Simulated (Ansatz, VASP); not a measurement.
## ZnO: VASP beside Ansatz

```
CELL_PARAMETERS angstrom
3.24931 0.00000 0.00000
-1.62465 2.81398 0.00000
0.00000 0.00000 5.20571
ATOMIC_POSITIONS crystal
Zn 0.66667 0.33333 0.00000
Zn 0.33333 0.66667 0.50000
O 0.33333 0.66667 0.87901
O 0.66667 0.33333 0.37901
```

Alike in both runs: task relaxation of the atoms; functional PBE; k mesh 7 × 7 × 4; occupations fermi-dirac, width 0.05 eV; no spin polarisation.

|  | VASP | Ansatz |
| --- | --- | --- |
| version | VASP 6.6.1 | Ansatz 0.2.0 |
| potentials or method | VASP PAW PBE potentials, release 64 (Zn, O) | Ansatz PAW |
| plane-wave cutoff (eV) | 520 | 420 |
| valence electrons in the cell | 36 | 36 |

Ansatz gave:

| Item | Value |
| --- | --- |
| gap on the k mesh at the Fermi level, each at its own relaxed structure (eV) | 0.80 |

Q: Estimate VASP's values.

A: gap on the k mesh at the Fermi level, each at its own relaxed structure (eV): 0.79.

Noted on Ansatz's run: odd divisions of the mesh miss points on the zone boundary, where band edges often lie, so the gap on the mesh can be too wide.
